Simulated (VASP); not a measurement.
Br, 1 atom in the cell. It takes space group Fm-3m (No. 225, cubic). Conventional cell: a = 3.405 Å, b = 3.405 Å, c = 3.405 Å, α = 90.00°, β = 90.00°, γ = 90.00°. Within 3.2 Å of Br (site symmetry m-3m) lie 12 Br at 2.41 Å.  This cell differs from its parent crystal: volume scaled by 0.43, core large.

| Item | Value |
| --- | --- |
| Program | VASP 6.6.1 |
| Task | single point |
| Functional | LDA |
| Potentials or basis | VASP PAW LDA potentials, release 64 (Br) |
| Cutoff | 520 eV |
| k mesh | 14 × 14 × 14 |
| Occupations | fermi-dirac, width 0.1 eV |
| Spin | no spin polarisation |
| Dipole correction | no |
| Further INCAR settings | ALGO = Normal; EDIFF = 1e-06; NBANDS = 10 |

Potentials or basis: VASP PAW LDA potentials, release 64 (Br).

Launch:

```sh
$ cat potpaw_LDA.64/Br/POTCAR > POTCAR
$ mpirun -np 1 vasp_std > vasp.out
```

Hardware: 1 thread of Intel Xeon 6975P-C, on a shared host.

**Question.** How long does it take, and how much memory?

**Answer.** It took 5 s on 1 thread of Intel Xeon 6975P-C, on a shared host, peak memory 0.12 GiB. Counts: scf iterations 10, k points 104.
